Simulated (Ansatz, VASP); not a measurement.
# One calculation of NaCl, two programs

```
CELL_PARAMETERS angstrom
0.00000 2.79406 2.79406
2.79406 0.00000 2.79406
2.79406 2.79406 0.00000
ATOMIC_POSITIONS crystal
Cl 0.50000 0.50000 0.50000
Na 0.00000 0.00000 0.00000
```

Alike in both runs: task single point; functional PBE-based screened hybrid with a share of 0.15 of exact exchange and HFSCREEN = 0.2; k mesh 4 × 4 × 4; occupations fermi-dirac, width 0.05 eV; no spin polarisation.

```csv
,VASP,Ansatz
version,VASP 6.6.1,Ansatz 0.2.0
potentials or method,"VASP PAW PBE potentials, release 64 (Cl, Na_pv), cutoff 520 eV",all-electron PAW datasets made for the crystal
```

```tsv
	VASP	Ansatz	Ansatz less VASP
gap on the k mesh at the Fermi level (eV)	6.05	6.05	+0.005
least direct gap on the mesh (eV)	6.05	6.05	+0.005
pressure (GPa)	1.2	1.2	-0.02
```

VASP's potentials were made for PBE, not for PBE-based screened hybrid. Ansatz ran all-electron here, and VASP with PAW potentials.

The k mesh is coarse, so the values compare programs but aren't converged.
